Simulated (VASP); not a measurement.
Write the native input for VASP 6.6.1 that does the following.

```
Task                   : single point
Functional             : PBE
Potentials or basis    : VASP PAW PBE potentials, release 64 (Be)
Cutoff                 : 520 eV
k mesh                 : 9 × 9 × 14
Occupations            : fermi-dirac, width 0.05 eV
Spin                   : no spin polarisation
Dipole correction      : no
Further INCAR settings : ALGO = Normal; EDIFF = 1e-06; NBANDS = 12
```

The structure of Be lies in POSCAR:

```
Be
1.0
    3.8202995976      0.0000000000      0.0000000000
    0.0000000000      3.8202995976      0.0000000000
    0.0000000000      0.0000000000      2.3260223395
Be
4
Direct
    0.2974080000      0.2974080000      0.0000000000
    0.7025920000      0.7025920000      0.0000000000
    0.2025920000      0.7974080000      0.5000000000
    0.7974080000      0.2025920000      0.5000000000
```

This cell differs from its parent crystal: volume scaled by 1.06.

The input as run:

INCAR

```
ALGO = Normal
EDIFF = 1E-6
ENCUT = 520
GGA = PE
ISIF = 2
ISMEAR = -1
LASPH = True
LCHARG = True
LELF = True
LREAL = False
LVHAR = True
LWAVE = False
NBANDS = 12
NELM = 60
PREC = Accurate
SIGMA = 0.05
```

KPOINTS

```
k-points
0
Gamma
  9 9 14
```

Potentials or basis: VASP PAW PBE potentials, release 64 (Be).

Launch:

```console
$ cat potpaw_PBE.64/Be/POTCAR > POTCAR
$ mpirun -np 1 vasp_std > vasp.out
```

Results of the run:

```yaml
Pressure: -6.2 GPa
Largest_force: 0.036 eV/Å
Band_gap_on_the_k_mesh: zero (band 4 reaches 7.33 eV, above the bottom of band 5 at 5.26 eV)
```

It took 39 s on 1 thread of Intel Xeon 8259CL, on a shared host, peak memory 0.16 GiB.
